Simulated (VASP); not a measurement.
# W (Im-3m) in VASP: relaxation of cell and atoms with LDA

Aim: the relaxation of cell and atoms of W with LDA.

Program: VASP 6.6.1. These are calculated values, not measurements. Logs are shortened: lines on timing, memory, paths and dates and some standing lists are left out, and cuts for length are marked.

### 1 The cell of the first run

Symmetry: Im-3m, No. 229, cubic system. The conventional cell has a = 3.135 Å, b = 3.135 Å, c = 3.135 Å, α = 90.00°, β = 90.00°, γ = 90.00°. W (site symmetry m-3m) has 14 W at 2.71 to 3.13 Å within 3.6 Å.

### 2 Relaxation of cell and atoms, LDA

Input file INCAR:

```
PREC = Accurate ; ENCUT = 600
EDIFF = 1E-6 ; ISMEAR = -1
SIGMA = 0.15 ; LREAL = F
LASPH = T ; NELM = 60
ALGO = Fast ; ISIF = 3
LWAVE = F ; LCHARG = F
GGA = CA ; IBRION = 2
NSW = 80 ; EDIFFG = -0.001
```

Input file KPOINTS:

```
Automatic mesh
0
Gamma
  16 16 16
```

Input file POSCAR:

```
W
1.0
   -1.5674691545      1.5674691545      1.5674691545
    1.5674691545     -1.5674691545      1.5674691545
    1.5674691545      1.5674691545     -1.5674691545
W
1
Direct
    0.0000000000      0.0000000000      0.0000000000
```

Potentials or basis: VASP PAW LDA potentials, release 64 (W_sv).

Run with:

```
$ cat potpaw_LDA.64/W_sv/POTCAR > POTCAR
$ mpirun -np 1 vasp_std > vasp.out
```

OUTCAR:

```text
PREC = Accurate
   ENCUT = 600
   EDIFF = 1E-6
   ISMEAR = -1
   LREAL = F
   LASPH = T
   NELM = 60
   ISIF = 3
   GGA = CA
   IBRION = 2
   NSW = 80
   EDIFFG = -0.001

 ion  position               nearest neighbor table
   1  0.000  0.000  0.000-

  LATTYP: Found a body centered cubic cell.
 ALAT       =     3.1349383090

  Lattice vectors:

 A1 = (  -1.5674691545,   1.5674691545,   1.5674691545)
 A2 = (   1.5674691545,  -1.5674691545,   1.5674691545)
 A3 = (   1.5674691545,   1.5674691545,  -1.5674691545)

Analysis of symmetry for initial positions (statically):
=====================================================================
 Subroutine PRICEL returns:
 Original cell was already a primitive cell.

 Routine SETGRP: Setting up the symmetry group for a
 body centered cubic supercell.

 Subroutine GETGRP returns: Found 48 space group operations
 (whereof 48 operations were pure point group operations)
 out of a pool of 48 trial point group operations.

The static configuration has the point symmetry O_h .

Analysis of symmetry for dynamics (positions and initial velocities):
=====================================================================
 Subroutine PRICEL returns:
 Original cell was already a primitive cell.

 Routine SETGRP: Setting up the symmetry group for a
 body centered cubic supercell.

 Subroutine GETGRP returns: Found 48 space group operations
 (whereof 48 operations were pure point group operations)
 out of a pool of 48 trial point group operations.

The dynamic configuration has the point symmetry O_h .

 Subroutine INISYM returns: Found 48 space group operations
 (whereof 48 operations are pure point group operations),
 and found     1 'primitive' translations

----------------------------------------------------------------------------------------

                                     Primitive cell

  volume of cell :      15.4048

  direct lattice vectors                    reciprocal lattice vectors
    -1.567469154  1.567469154  1.567469154     0.000000000  0.318985543  0.318985543
     1.567469154 -1.567469154  1.567469154     0.318985543  0.000000000  0.318985543
     1.567469154  1.567469154 -1.567469154     0.318985543  0.318985543  0.000000000

  length of vectors
     2.714936215  2.714936215  2.714936215     0.451113682  0.451113682  0.451113682

  position of ions in fractional coordinates (direct lattice)
     0.000000000  0.000000000  0.000000000

  ion indices of the primitive-cell ions
   primitive index   ion index
                 1           1

----------------------------------------------------------------------------------------

 KPOINTS: Automatic mesh

Automatic generation of k-mesh.
 Grid dimensions read from file:
 generate k-points for:   16   16   16

 Generating k-lattice:

  Cartesian coordinates                     Fractional coordinates (reciprocal lattice)
     0.000000000  0.019936596  0.019936596     0.062500000  0.000000000  0.000000000
     0.019936596  0.000000000  0.019936596     0.000000000  0.062500000  0.000000000
     0.019936596  0.019936596  0.000000000     0.000000000  0.000000000  0.062500000

  Length of vectors
     0.028194605  0.028194605  0.028194605

  Shift w.r.t. Gamma in fractional coordinates (k-lattice)
     0.000000000  0.000000000  0.000000000

 Subroutine IBZKPT returns following result:
 ===========================================

 Found    145 irreducible k-points:

 Following reciprocal coordinates:
            Coordinates               Weight
  0.000000  0.000000  0.000000      1.000000
  0.062500  0.000000  0.000000     12.000000
  0.125000  0.000000  0.000000     12.000000
  0.187500  0.000000  0.000000     12.000000
  0.250000  0.000000  0.000000     12.000000
  0.312500  0.000000  0.000000     12.000000
[... 16 lines left out ...]
  0.187500  0.187500  0.000000     24.000000
  0.250000  0.187500  0.000000     48.000000
 [... further k-points ...]
   k-points           NKPTS =    145   k-points in BZ     NKDIM =    145   number of bands    NBANDS=     11
   number of dos      NEDOS =    301   number of ions     NIONS =      1
   total plane-waves  NPLWV =  13824
   dimension x,y,z NGX =    24 NGY =   24 NGZ =   24
   dimension x,y,z NGXF=    48 NGYF=   48 NGZF=   48
   ions per type =               1
   NGX,Y,Z   is equivalent  to a cutoff of  14.70, 14.70, 14.70 a.u.
   NGXF,Y,Z  is equivalent  to a cutoff of  29.39, 29.39, 29.39 a.u.
 SYSTEM =  unknown system
   PREC   = accura    normal or accurate (medium, high low for compatibility)
   ISTART =      0    job   : 0-new  1-cont  2-samecut
   ICHARG =      2    charge: 1-file 2-atom 10-const
   ISPIN  =      1    spin polarized calculation?
   LNONCOLLINEAR =      F non collinear calculations
   LSORBIT =      F    spin-orbit coupling
   LASPH  =      T    aspherical Exc in radial PAW
   ENCUT  =  600.0 eV  44.10 Ry    6.64 a.u.   5.42  5.42  5.42*2*pi/ulx,y,z
   NELM   =     60;   NELMIN=  2; NELMDL= -5     # of ELM steps
   EDIFF  = 0.1E-05   stopping-criterion for ELM
   LREAL  =      F    real-space projection
   EDIFFG = -.1E-02   stopping-criterion for IOM
   NSW    =     80    number of steps for IOM
   IBRION =      2    ionic relax: 0-MD 1-quasi-New 2-CG
   NFREE  =      1    steps in history (QN), initial steepest desc. (CG)
   ISIF   =      3    stress and relaxation
   ISYM   =      2    0-nonsym 1-usesym 2-fastsym
   POTIM  = 0.5000    time-step for ionic-motion
   TEBEG  =    0.0;   TEEND  =   0.0 temperature during run
   PSTRESS=    0.0 pullay stress
   NELECT =      14.0000    total number of electrons
   NUPDOWN=      -1.0000    fix difference up-down
   EMIN   =  10.00;   EMAX   =-10.00  energy-range for DOS
   EFERMI =   0.00;   METHOD = LEGACY
   ISMEAR =    -1;   SIGMA  =   0.15  broadening in eV -4-tet -1-fermi 0-gaus
   EFERMI_NEDOS =   21; number of points for ismear=-14 and -15
   IALGO  =     68    algorithm
   IMIX   =      4    mixing-type and parameters
     AMIX     =   0.40;   BMIX     =  1.00
     AMIX_MAG =   1.60;   BMIX_MAG =  1.00
  volume/ion in A,a.u.               =      15.40       103.96
  Fermi-wavevector in a.u.,A,eV,Ry     =   1.585739  2.996613 34.212798  2.514570
  Thomas-Fermi vector in A             =   2.685158
   LORBIT       =      0    0 simple, 1 ext, 2 COOP (PROOUT), +10 PAW based schemes
   GGA     = CA    functional components
   LHFCALC =     F    Hartree Fock is set to
   AEXX    =    0.0000 exact exchange contribution
   IVDW    =     0    specifies the selected vdW correction
   LEPSILON=     F    determine dielectric tensor
   LRPA    =     F    only Hartree local field effects (RPA)
 conjugate gradient relaxation of ions
 non-spin polarized calculation
 RMM-DIIS sequential band-by-band and
  energy-cutoff  :      600.00
  volume of cell :       15.40
 maximum number of plane-waves:       533
 NGX is ok and might be reduce to    24
   NGX = 11   NGY = 11   NGZ = 11

--------------------------------------- Ionic step        1  -------------------------------------------

 number of electron      13.9999999 magnetization

 Free energy of the ion-electron system (eV)
  ---------------------------------------------------
  ext. energy  EPLUGINS =         0.00000000
  ---------------------------------------------------
  free energy    TOTEN  =       -14.12554785 eV

  energy without entropy =      -14.09244628  energy(sigma->0) =      -14.10899707

------------------------ aborting loop because EDIFF is reached ----------------------------------------

  FORCE on cell =-STRESS in cart. coord.  units (eV):
  Direction    XX          YY          ZZ          XY          YZ          ZX
  --------------------------------------------------------------------------------------
  -------------------------------------------------------------------------------------
  Total        0.2090719      0.2090719      0.2090719     -0.0000000     -0.0000000      0.0000000
  in kB       21.7444874     21.7444874     21.7444874     -0.0000000     -0.0000000      0.0000000
  external PRESSURE =      21.7444874 kB  Pullay stress =       0.0000000 kB
[... 86 lines left out ...]
  FREE ENERGIE OF THE ION-ELECTRON SYSTEM (eV)
  ---------------------------------------------------
  free  energy   TOTEN  =       -14.1261609463 eV

  energy  without entropy=      -14.0929179708  energy(sigma->0) =      -14.10953946

[... ionic steps 4 to 14 ...]

--------------------------------------- Ionic step       15  -------------------------------------------

 number of electron      14.0000000 magnetization

------------------------ aborting loop because EDIFF is reached ----------------------------------------

  FORCE on cell =-STRESS in cart. coord.  units (eV):
  Direction    XX          YY          ZZ          XY          YZ          ZX
  --------------------------------------------------------------------------------------
  -------------------------------------------------------------------------------------
  Total       -0.0012689     -0.0012689     -0.0012689     -0.0000000      0.0000000      0.0000000
  in kB       -0.1311652     -0.1311652     -0.1311652     -0.0000000      0.0000000      0.0000000
  external PRESSURE =      -0.1311652 kB  Pullay stress =       0.0000000 kB
[... 55 lines left out ...]
  energy  without entropy=      -14.0929376190  energy(sigma->0) =      -14.10955080

--------------------------------------- Ionic step       17  -------------------------------------------

 number of electron      14.0000000 magnetization

 Free energy of the ion-electron system (eV)
  ---------------------------------------------------
  ext. energy  EPLUGINS =         0.00000000
  ---------------------------------------------------
  free energy    TOTEN  =       -14.12616393 eV

  energy without entropy =      -14.09293749  energy(sigma->0) =      -14.10955071

 E-fermi :  11.6387     XC(G=0): -13.9560

 val. band max:       11.6310625009   @ k =  -0.1250   0.1875   0.0625
 cond. band min:      11.6728704385   @ k =  -0.2500   0.2500   0.1250
 fundamental gap:      0.0418079376
 Fermi energy:        11.6386678292

 k-point     1 :       0.0000    0.0000    0.0000
  band No.  band energies     occupation
      1     -62.0674      2.00000
      2     -25.8399      2.00000
      3     -25.8399      2.00000
      4     -25.8399      2.00000
      5       1.9820      2.00000
      6      10.3511      1.99963
      7      10.3511      1.99963
      8      10.3511      1.99963
      9      13.8915      0.00000
     10      13.8915      0.00000
     11      26.2746      0.00000
[... 309 lines left out ...]
 k-point    24 :       0.2500    0.1875    0.0000
  band No.  band energies     occupation
      1     -61.9321      2.00000
      2     -26.9507      2.00000
      3     -26.3023      2.00000
      4     -25.9626      2.00000
      5       6.2695      2.00000
      6       8.4290      2.00000
      7       9.3253      2.00000
      8      13.2059      0.00006
      9      14.7864      0.00000
     10      17.1356      0.00000
     11      24.4242      0.00000

 [... further k-points ...]
[... 5 lines left out ...]
  --------------------------------------------------------------------------------------
  -------------------------------------------------------------------------------------
  Total        0.0001590      0.0001590      0.0001590      0.0000000     -0.0000000      0.0000000
  in kB        0.0164344      0.0164344      0.0164344      0.0000000     -0.0000000      0.0000000
  external PRESSURE =       0.0164344 kB  Pullay stress =       0.0000000 kB
[... 16 lines left out ...]
  FREE ENERGIE OF THE ION-ELECTRON SYSTEM (eV)
  ---------------------------------------------------
  free  energy   TOTEN  =       -14.1261639339 eV

  energy  without entropy=      -14.0929374936  energy(sigma->0) =      -14.10955071

 reached required accuracy - stopping structural energy minimisation
```

Run time: 60 s. Hardware: 1 thread of Intel Xeon 6975P-C (Granite Rapids), shared host; peak memory 0.16 GiB.

What came out:

```
Free energy                            : -14.1262 eV
Relaxed volume                         : 15.50 Å³/atom
Relaxed cell                           : a = 2.720 Å, b = 2.720 Å, c = 2.720 Å, α = 109.47°, β = 109.47°, γ = 109.47°
Space group after relaxing (to 0.05 Å) : Im-3m (No. 229)
Energy gained by relaxing              : 0.6 meV/atom
Ionic steps                            : 17
Pressure after relaxing                : 0.0 GPa
Band gap on the k mesh                 : zero (band 7 reaches 16.96 eV, above the bottom of band 8 at 10.35 eV)
```

Step by step:
| step | energy change (eV) | largest force (eV/Å) | pressure (GPa) | volume (Å³) |
| --- | --- | --- | --- | --- |
| 1 | 0.0000 | 0.0000 | 2.17 | 15.40 |
| 2 | 0.0086 | 0.0000 | -8.04 | 15.88 |
| 3 | -0.0006 | 0.0000 | 0.05 | 15.51 |
| 4 | -0.0006 | 0.0000 | -0.18 | 15.51 |
| 5 | -0.0006 | 0.0000 | 0.53 | 15.48 |
| 6 | -0.0006 | 0.0000 | -0.02 | 15.50 |
| 7 | -0.0006 | 0.0000 | -0.04 | 15.50 |
| 8 | -0.0006 | 0.0000 | 0.20 | 15.49 |
| 9 | -0.0006 | 0.0000 | 0.12 | 15.50 |
| 10 | -0.0006 | 0.0000 | 0.13 | 15.50 |
| 11 | -0.0006 | 0.0000 | 0.05 | 15.50 |
| 12 | -0.0006 | 0.0000 | -0.11 | 15.51 |
| 13 | -0.0006 | 0.0000 | -0.07 | 15.50 |
| 14 | -0.0006 | 0.0000 | -0.01 | 15.50 |
| 15 | -0.0006 | 0.0000 | -0.01 | 15.50 |
| 16 | -0.0006 | 0.0000 | -0.02 | 15.50 |
| 17 | -0.0006 | 0.0000 | 0.00 | 15.50 |

Final structure:
```
CELL_PARAMETERS angstrom
-1.57064 1.57064 1.57064
1.57064 -1.57064 1.57064
1.57064 1.57064 -1.57064
ATOMIC_POSITIONS crystal
W 0.00000 0.00000 0.00000
```

Levels at points of the mesh, in eV from the Fermi level:
```csv
k point,band 5,band 6,band 7,band 8,band 9,band 10
"(0.00, 0.00, 0.00)",-9.66,-1.29,-1.29,-1.29,2.25,2.25
"(0.50, 0.00, 0.00)",-6.39,-3.68,0.93,2.17,3.16,6.35
"(0.50, 0.50, 0.50)",-6.02,-6.02,5.32,5.32,5.32,8.55
```

Caveat: spin-orbit coupling is left out, which moves the levels of the heavy elements.
